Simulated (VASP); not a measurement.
# Ta (Im-3m) in VASP: further runs

Ta is run at these levels: PBEsol; tasks: single point, relaxation of cell and atoms.

All numbers are computed with VASP 6.6.1; they aren't measurements. Logs are shortened: lines on timing, memory, paths and dates and some standing lists are left out, and cuts for length are marked.

**1. The cell of the first run**

Symmetry: Im-3m, No. 229, cubic system. The conventional cell has a = 3.281 Å, b = 3.281 Å, c = 3.281 Å, α = 90.00°, β = 90.00°, γ = 90.00°. Ta (site symmetry m-3m) has 14 Ta at 2.84 to 3.28 Å within 3.7 Å.

**2. Single point, PBEsol**

File INCAR:

```
SYSTEM = Ta
PREC = Accurate
ENCUT = 520
EDIFF = 1E-7
ISMEAR = 0
SIGMA = 0.1
LREAL = .FALSE.
LASPH = .TRUE.
NELM = 60
ALGO = Fast
ISIF = 2
LWAVE = .FALSE.
LCHARG = .FALSE.
GGA = PS
NBANDS = 12
```

File KPOINTS:

```
Automatic mesh
0
G
  24 24 24
  0 0 0
```

File POSCAR:

```
Ta
1.0
   -1.6404184831      1.6404184831      1.6404184831
    1.6404184831     -1.6404184831      1.6404184831
    1.6404184831      1.6404184831     -1.6404184831
Ta
1
Direct
    0.0000000000      0.0000000000      0.0000000000
```

Potentials or basis: VASP PAW PBE potentials, release 64 (Ta_pv).

The run is started by

```console
$ cat potpaw_PBE.64/Ta_pv/POTCAR > POTCAR
$ mpirun -np 1 vasp_std > vasp.out
```

OUTCAR:

```text
SYSTEM = Ta
   PREC = Accurate
   ENCUT = 520
   EDIFF = 1E-7
   ISMEAR = 0
   LREAL = .FALSE.
   LASPH = .TRUE.
   NELM = 60
   ISIF = 2
   GGA = PS

 ion  position               nearest neighbor table
   1  0.000  0.000  0.000-

  LATTYP: Found a body centered cubic cell.
 ALAT       =     3.2808369662

  Lattice vectors:

 A1 = (  -1.6404184831,   1.6404184831,   1.6404184831)
 A2 = (   1.6404184831,  -1.6404184831,   1.6404184831)
 A3 = (   1.6404184831,   1.6404184831,  -1.6404184831)

Analysis of symmetry for initial positions (statically):
=====================================================================
 Subroutine PRICEL returns:
 Original cell was already a primitive cell.

 Routine SETGRP: Setting up the symmetry group for a
 body centered cubic supercell.

 Subroutine GETGRP returns: Found 48 space group operations
 (whereof 48 operations were pure point group operations)
 out of a pool of 48 trial point group operations.

The static configuration has the point symmetry O_h .

Analysis of symmetry for dynamics (positions and initial velocities):
=====================================================================
 Subroutine PRICEL returns:
 Original cell was already a primitive cell.

 Routine SETGRP: Setting up the symmetry group for a
 body centered cubic supercell.

 Subroutine GETGRP returns: Found 48 space group operations
 (whereof 48 operations were pure point group operations)
 out of a pool of 48 trial point group operations.

The dynamic configuration has the point symmetry O_h .

 Subroutine INISYM returns: Found 48 space group operations
 (whereof 48 operations are pure point group operations),
 and found     1 'primitive' translations

----------------------------------------------------------------------------------------

                                     Primitive cell

  volume of cell :      17.6573

  direct lattice vectors                    reciprocal lattice vectors
    -1.640418483  1.640418483  1.640418483     0.000000000  0.304800272  0.304800272
     1.640418483 -1.640418483  1.640418483     0.304800272  0.000000000  0.304800272
     1.640418483  1.640418483 -1.640418483     0.304800272  0.304800272  0.000000000

  length of vectors
     2.841288158  2.841288158  2.841288158     0.431052679  0.431052679  0.431052679

  position of ions in fractional coordinates (direct lattice)
     0.000000000  0.000000000  0.000000000

  ion indices of the primitive-cell ions
   primitive index   ion index
                 1           1

----------------------------------------------------------------------------------------

 KPOINTS: Automatic mesh

Automatic generation of k-mesh.
 Grid dimensions read from file:
 generate k-points for:   24   24   24

 Generating k-lattice:

  Cartesian coordinates                     Fractional coordinates (reciprocal lattice)
     0.000000000  0.012700011  0.012700011     0.041666667  0.000000000  0.000000000
     0.012700011  0.000000000  0.012700011     0.000000000  0.041666667  0.000000000
     0.012700011  0.012700011  0.000000000     0.000000000  0.000000000  0.041666667

  Length of vectors
     0.017960528  0.017960528  0.017960528

  Shift w.r.t. Gamma in fractional coordinates (k-lattice)
     0.000000000  0.000000000  0.000000000

 Subroutine IBZKPT returns following result:
 ===========================================

 Found    413 irreducible k-points:

 Following reciprocal coordinates:
            Coordinates               Weight
  0.000000  0.000000  0.000000      1.000000
  0.041667  0.000000  0.000000     12.000000
  0.083333  0.000000  0.000000     12.000000
  0.125000  0.000000  0.000000     12.000000
  0.166667  0.000000  0.000000     12.000000
  0.208333  0.000000  0.000000     12.000000
[... 16 lines left out ...]
  0.416667  0.041667  0.000000     48.000000
  0.458333  0.041667  0.000000     48.000000
 [... further k-points ...]
   k-points           NKPTS =    413   k-points in BZ     NKDIM =    413   number of bands    NBANDS=     12
   number of dos      NEDOS =    301   number of ions     NIONS =      1
   total plane-waves  NPLWV =  13824
   dimension x,y,z NGX =    24 NGY =   24 NGZ =   24
   dimension x,y,z NGXF=    48 NGYF=   48 NGZF=   48
   ions per type =               1
   NGX,Y,Z   is equivalent  to a cutoff of  14.04, 14.04, 14.04 a.u.
   NGXF,Y,Z  is equivalent  to a cutoff of  28.09, 28.09, 28.09 a.u.
 SYSTEM =  Ta
   PREC   = accura    normal or accurate (medium, high low for compatibility)
   ISTART =      0    job   : 0-new  1-cont  2-samecut
   ICHARG =      2    charge: 1-file 2-atom 10-const
   ISPIN  =      1    spin polarized calculation?
   LNONCOLLINEAR =      F non collinear calculations
   LSORBIT =      F    spin-orbit coupling
   LASPH  =      T    aspherical Exc in radial PAW
   ENCUT  =  520.0 eV  38.22 Ry    6.18 a.u.   5.28  5.28  5.28*2*pi/ulx,y,z
   NELM   =     60;   NELMIN=  2; NELMDL= -5     # of ELM steps
   EDIFF  = 0.1E-06   stopping-criterion for ELM
   LREAL  =      F    real-space projection
   EDIFFG = 0.1E-05   stopping-criterion for IOM
   NSW    =      0    number of steps for IOM
   IBRION =     -1    ionic relax: 0-MD 1-quasi-New 2-CG
   NFREE  =      0    steps in history (QN), initial steepest desc. (CG)
   ISIF   =      2    stress and relaxation
   ISYM   =      2    0-nonsym 1-usesym 2-fastsym
   POTIM  = 0.5000    time-step for ionic-motion
   TEBEG  =    0.0;   TEEND  =   0.0 temperature during run
   PSTRESS=    0.0 pullay stress
   NELECT =      11.0000    total number of electrons
   NUPDOWN=      -1.0000    fix difference up-down
   EMIN   =  10.00;   EMAX   =-10.00  energy-range for DOS
   EFERMI =   0.00;   METHOD = LEGACY
   ISMEAR =     0;   SIGMA  =   0.10  broadening in eV -4-tet -1-fermi 0-gaus
   EFERMI_NEDOS =   21; number of points for ismear=-14 and -15
   IALGO  =     68    algorithm
   IMIX   =      4    mixing-type and parameters
     AMIX     =   0.40;   BMIX     =  1.00
     AMIX_MAG =   1.60;   BMIX_MAG =  1.00
  volume/ion in A,a.u.               =      17.66       119.16
  Fermi-wavevector in a.u.,A,eV,Ry     =   1.398184  2.642185 26.598291  1.954919
  Thomas-Fermi vector in A             =   2.521367
   LORBIT       =      0    0 simple, 1 ext, 2 COOP (PROOUT), +10 PAW based schemes
   GGA     = PS    functional components
   LHFCALC =     F    Hartree Fock is set to
   AEXX    =    0.0000 exact exchange contribution
   IVDW    =     0    specifies the selected vdW correction
   LEPSILON=     F    determine dielectric tensor
   LRPA    =     F    only Hartree local field effects (RPA)
 non-spin polarized calculation
 RMM-DIIS sequential band-by-band and
 Gauss-broadening in eV      SIGMA  =   0.10
  energy-cutoff  :      520.00
  volume of cell :       17.66
 maximum number of plane-waves:       490
 NGX is ok and might be reduce to    24
   NGX = 11   NGY = 11   NGZ = 11

 number of electron      11.0000002 magnetization

 Free energy of the ion-electron system (eV)
  ---------------------------------------------------
  ext. energy  EPLUGINS =         0.00000000
  ---------------------------------------------------
  free energy    TOTEN  =       -12.55458895 eV

  energy without entropy =      -12.54850560  energy(sigma->0) =      -12.55154727

 E-fermi :   5.4669     XC(G=0): -12.8304

 val. band max:        5.4667125747   @ k =   0.1250   0.0833  -0.0000
 cond. band min:       5.4678580497   @ k =  -0.3750  -0.4583   0.2083
 fundamental gap:      0.0011454750
 Fermi energy:         5.4668707219

 k-point     1 :       0.0000    0.0000    0.0000
  band No.  band energies     occupation
      1     -27.4637      2.00000
      2     -27.4637      2.00000
      3     -27.4637      2.00000
      4      -2.5236      2.00000
      5       6.2014      0.00000
      6       6.2014      0.00000
      7       6.2014      0.00000
      8       9.5430      0.00000
      9       9.5430      0.00000
     10      20.6165      0.00000
     11      20.6165      0.00000
     12      20.6165      0.00000

 k-point     2 :       0.0417    0.0000    0.0000
  band No.  band energies     occupation
      1     -27.4873      2.00000
      2     -27.4709      2.00000
      3     -27.4638      2.00000
      4      -2.4433      2.00000
      5       6.1485      0.00000
      6       6.1877      0.00000
      7       6.2799      0.00000
      8       9.4527      0.00000
      9       9.5428      0.00000
     10      20.6910      0.00000
     11      20.7569      0.00000
     12      20.8357      0.00000

 k-point     3 :       0.0833    0.0000    0.0000
  band No.  band energies     occupation
      1     -27.5558      2.00000
      2     -27.4919      2.00000
      3     -27.4643      2.00000
      4      -2.2069      2.00000
      5       5.9974      0.00000
      6       6.1354      0.00000
      7       6.5137      0.00000
      8       9.2309      0.00000
      9       9.5446      0.00000
     10      20.8961      0.00000
     11      21.1695      0.00000
     12      21.4359      0.00000

 k-point     4 :       0.1250    0.0000    0.0000
  band No.  band energies     occupation
      1     -27.6635      2.00000
      2     -27.5251      2.00000
      3     -27.4649      2.00000
      4      -1.8293      2.00000
      5       5.7684      0.00002
      6       6.0182      0.00000
      7       6.8991      0.00000
      8       8.9924      0.00000
      9       9.5560      0.00000
     10      21.1683      0.00000
     11      21.8323      0.00000
     12      22.2517      0.00000

 k-point     5 :       0.1667    0.0000    0.0000
  band No.  band energies     occupation
      1     -27.8012      2.00000
      2     -27.5681      2.00000
      3     -27.4658      2.00000
      4      -1.3365      2.00000
      5       5.4884      0.76101
      6       5.8208      0.00000
      7       7.4291      0.00000
      8       8.8467      0.00000
      9       9.5861      0.00000
     10      20.2112      0.00000
     11      21.3728      0.00000
     12      22.7153      0.00000
[... 228 lines left out ...]
      1     -28.4923      2.00000
      2     -27.7965      2.00000
      3     -27.4796      2.00000
      4       0.8881      2.00000
      5       4.2459      2.00000
      6       5.6129      0.03896
      7       9.3291      0.00000
      8      10.1563      0.00000
      9      11.2794      0.00000
     10      18.9791      0.00000
     11      19.7264      0.00000
     12      20.2825      0.00000

 k-point    22 :       0.3750    0.0417    0.0000
  band No.  band energies     occupation
      1     -28.5990      2.00000
      2     -27.8342      2.00000
      3     -27.4806      2.00000
      4       1.0209      2.00000
      5       4.0705      2.00000
      6       6.1040      0.00000
      7       9.4533      0.00000
      8      10.3070      0.00000
      9      12.2144      0.00000
     10      18.3173      0.00000
     11      18.7585      0.00000
     12      20.2415      0.00000

 k-point    23 :       0.4167    0.0417    0.0000
  band No.  band energies     occupation
      1     -28.6735      2.00000
      2     -27.8607      2.00000
      3     -27.4812      2.00000
      4       1.0589      2.00000
      5       3.9505      2.00000
      6       6.6421      0.00000
      7       9.4661      0.00000
      8      10.4482      0.00000
      9      13.0093      0.00000
     10      17.7950      0.00000
     11      18.0438      0.00000
     12      20.2345      0.00000

 k-point    24 :       0.4583    0.0417    0.0000
  band No.  band energies     occupation
      1     -28.7117      2.00000
      2     -27.8744      2.00000
      3     -27.4816      2.00000
      4       1.0623      2.00000
      5       3.8895      2.00000
      6       7.0154      0.00000
      7       9.4130      0.00000
      8      10.5390      0.00000
      9      13.4900      0.00000
     10      17.4494      0.00000
     11      17.7218      0.00000
     12      20.2325      0.00000

 [... further k-points ...]

------------------------ aborting loop because EDIFF is reached ----------------------------------------

  FORCE on cell =-STRESS in cart. coord.  units (eV):
  Direction    XX          YY          ZZ          XY          YZ          ZX
  --------------------------------------------------------------------------------------
  -------------------------------------------------------------------------------------
  Total        0.0190660      0.0190660      0.0190660     -0.0000000      0.0000000     -0.0000000
  in kB        1.7299966      1.7299966      1.7299966     -0.0000000      0.0000000     -0.0000000
  external PRESSURE =       1.7299966 kB  Pullay stress =       0.0000000 kB

 VOLUME and BASIS-vectors are now :
 -----------------------------------------------------------------------------
  energy-cutoff  :      520.00
  volume of cell :       17.66
      direct lattice vectors                 reciprocal lattice vectors
    -1.640418483  1.640418483  1.640418483     0.000000000  0.304800272  0.304800272
     1.640418483 -1.640418483  1.640418483     0.304800272  0.000000000  0.304800272
     1.640418483  1.640418483 -1.640418483     0.304800272  0.304800272  0.000000000

 POSITION                                       TOTAL-FORCE (eV/Angst)
 -----------------------------------------------------------------------------------
      0.00000      0.00000      0.00000         0.000000     -0.000000      0.000000
 -----------------------------------------------------------------------------------
    total drift:                                0.000000      0.000000      0.000000

  FREE ENERGIE OF THE ION-ELECTRON SYSTEM (eV)
  ---------------------------------------------------
  free  energy   TOTEN  =       -12.5545889533 eV

  energy  without entropy=      -12.5485055952  energy(sigma->0) =      -12.55154727
```

Run time: 2.2 min. Hardware: 1 thread of Intel Xeon 8259CL, shared host; peak memory 0.21 GiB.

What came out:

| Quantity | Value |
| --- | --- |
| Free energy | -12.5546 eV |
| Pressure | 0.2 GPa |

Levels at points of the mesh, in eV from the Fermi level:
```tsv
k point	band 3	band 4	band 5	band 6	band 7	band 8	band 9	band 10
(0.00, 0.00, 0.00)	-32.93	-7.99	0.73	0.73	0.73	4.08	4.08	15.15
(0.50, 0.00, 0.00)	-32.94	-4.46	-1.60	1.72	3.97	5.02	8.02	12.05
(0.50, 0.50, 0.50)	-33.81	-3.92	-3.92	7.02	7.02	7.02	8.86	8.86
```

Caveat: the PAW data sets were made with another functional, which shifts forces and pressure a little; spin-orbit coupling is left out, which moves the levels of the heavy elements.

**3. Relaxation of cell and atoms, PBEsol**

This run uses another cell than the first one, of 18.13 Å³/atom, 1.027 times its volume.

File INCAR:

```
PREC = Accurate
ENCUT = 600
EDIFF = 1E-6
ISMEAR = 0
SIGMA = 0.1
LREAL = False
LASPH = True
NELM = 80
ALGO = Fast
ISIF = 3
LWAVE = False
LCHARG = False
GGA = PS
IBRION = 2
NSW = 80
EDIFFG = -0.005
```

File KPOINTS:

```
regular mesh
0
Gamma
  24 24 24
```

File POSCAR:

```
Ta
1.0
   -1.6550000000      1.6550000000      1.6550000000
    1.6550000000     -1.6550000000      1.6550000000
    1.6550000000      1.6550000000     -1.6550000000
Ta
1
Direct
    0.0000000000      0.0000000000      0.0000000000
```

Potentials or basis: VASP PAW PBE potentials, release 64 (Ta_pv).

The run is started by

```console
$ cat potpaw_PBE.64/Ta_pv/POTCAR > POTCAR
$ mpirun -np 1 vasp_std > vasp.out
```

OUTCAR:

```text
PREC = Accurate
   ENCUT = 600
   EDIFF = 1E-6
   ISMEAR = 0
   LREAL = False
   LASPH = True
   NELM = 80
   ISIF = 3
   GGA = PS
   IBRION = 2
   NSW = 80
   EDIFFG = -0.005

 ion  position               nearest neighbor table
   1  0.000  0.000  0.000-

  LATTYP: Found a body centered cubic cell.
 ALAT       =     3.3100000000

  Lattice vectors:

 A1 = (  -1.6550000000,   1.6550000000,   1.6550000000)
 A2 = (   1.6550000000,  -1.6550000000,   1.6550000000)
 A3 = (   1.6550000000,   1.6550000000,  -1.6550000000)

Analysis of symmetry for initial positions (statically):
=====================================================================
 Subroutine PRICEL returns:
 Original cell was already a primitive cell.
[... 289 lines left out ...]
 fundamental gap:      0.0042036272
 Fermi energy:         5.4589435259

 k-point     1 :       0.0000    0.0000    0.0000
  band No.  band energies     occupation
      1     -27.4752      2.00000
      2     -27.4752      2.00000
      3     -27.4752      2.00000
      4      -2.5278      2.00000
      5       6.1934      0.00000
      6       6.1934      0.00000
      7       6.1934      0.00000
      8       9.5315      0.00000
      9       9.5315      0.00000
[... 265 lines left out ...]
 k-point    24 :       0.4583    0.0417    0.0000
  band No.  band energies     occupation
      1     -28.7193      2.00000
      2     -27.8846      2.00000
      3     -27.4929      2.00000
      4       1.0587      2.00000
      5       3.8844      2.00000
      6       7.0031      0.00000
      7       9.4010      0.00000
      8      10.5257      0.00000
      9      13.4723      0.00000

 [... further k-points ...]

------------------------ aborting loop because EDIFF is reached ----------------------------------------

  FORCE on cell =-STRESS in cart. coord.  units (eV):
  Direction    XX          YY          ZZ          XY          YZ          ZX
  --------------------------------------------------------------------------------------
  -------------------------------------------------------------------------------------
  Total       -0.0025338     -0.0025338     -0.0025338     -0.0000000     -0.0000000      0.0000000
  in kB       -0.2296873     -0.2296873     -0.2296873     -0.0000000     -0.0000000      0.0000000
  external PRESSURE =      -0.2296873 kB  Pullay stress =       0.0000000 kB
[... 16 lines left out ...]
  FREE ENERGIE OF THE ION-ELECTRON SYSTEM (eV)
  ---------------------------------------------------
  free  energy   TOTEN  =       -12.5548867246 eV

  energy  without entropy=      -12.5487864398  energy(sigma->0) =      -12.55183658

 reached required accuracy - stopping structural energy minimisation
```

OSZICAR:

```text
N       E                     dE             d eps       ncg     rms          rms(c)
DAV:   1     0.506347875816E+02    0.50635E+02   -0.71260E+03  7442   0.130E+03
DAV:   2    -0.122904960574E+02   -0.62925E+02   -0.62044E+02  9360   0.261E+02
[... 32 lines left out ...]
   3 F= -.12554883E+02 E0= -.12551828E+02  d E =-.742784E-02
       N       E                     dE             d eps       ncg     rms          rms(c)
DAV:   1    -0.125549073326E+02   -0.23676E-04   -0.67407E-04  8623   0.381E-01    0.400E-02
RMM:   2    -0.125548900979E+02    0.17235E-04   -0.20218E-05  7433   0.518E-02    0.134E-02
RMM:   3    -0.125548863860E+02    0.37119E-05   -0.15956E-05  7382   0.423E-02    0.671E-03
RMM:   4    -0.125548867246E+02   -0.33856E-06   -0.84489E-07  4554   0.119E-02
   4 F= -.12554887E+02 E0= -.12551837E+02  d E =-.743115E-02
```

CONTCAR:

```text
Ta
   1.00000000000000
    -1.6409490824684703    1.6409490824684703    1.6409490824684703
     1.6409490824684703   -1.6409490824684703    1.6409490824684703
     1.6409490824684703    1.6409490824684703   -1.6409490824684703
  Ta
     1
Direct
     1.0000000000000000    1.0000000000000000    1.0000000000000000

  0.00000000E+00  0.00000000E+00  0.00000000E+00
```

Run time: 4.1 min. Hardware: 1 thread of Intel Xeon 8259CL, shared host; peak memory 0.23 GiB.

What came out:

```yaml
Free_energy: -12.5549 eV
Relaxed_volume: 17.67 Å³/atom
Relaxed_cell: a = 2.842 Å, b = 2.842 Å, c = 2.842 Å, α = 109.47°, β = 109.47°, γ = 109.47°
Space_group_after_relaxing_to_0.05_Å: Im-3m (No. 229)
Energy_gained_by_relaxing: 7.4 meV/atom
Ionic_steps: 4
Pressure_after_relaxing: 0.0 GPa
```

The path:
```
step  energy change (eV)  largest force (eV/Å)  pressure (GPa)  volume (Å³)
   1              0.0000                0.0000           -5.06        18.13
   2              0.0336                0.0000           13.76        16.67
   3             -0.0074                0.0000           -0.13        17.68
   4             -0.0074                0.0000           -0.02        17.67
```

Final structure:
```yaml
crystal:
  lattice:
    - [-1.64095, 1.64095, 1.64095]
    - [1.64095, -1.64095, 1.64095]
    - [1.64095, 1.64095, -1.64095]
  atoms:
    - { symbol: Ta, position: [0.00000, 0.00000, 0.00000] }
```

Caveat: the PAW data sets were made with another functional, which shifts forces and pressure a little; spin-orbit coupling is left out, which moves the levels of the heavy elements.
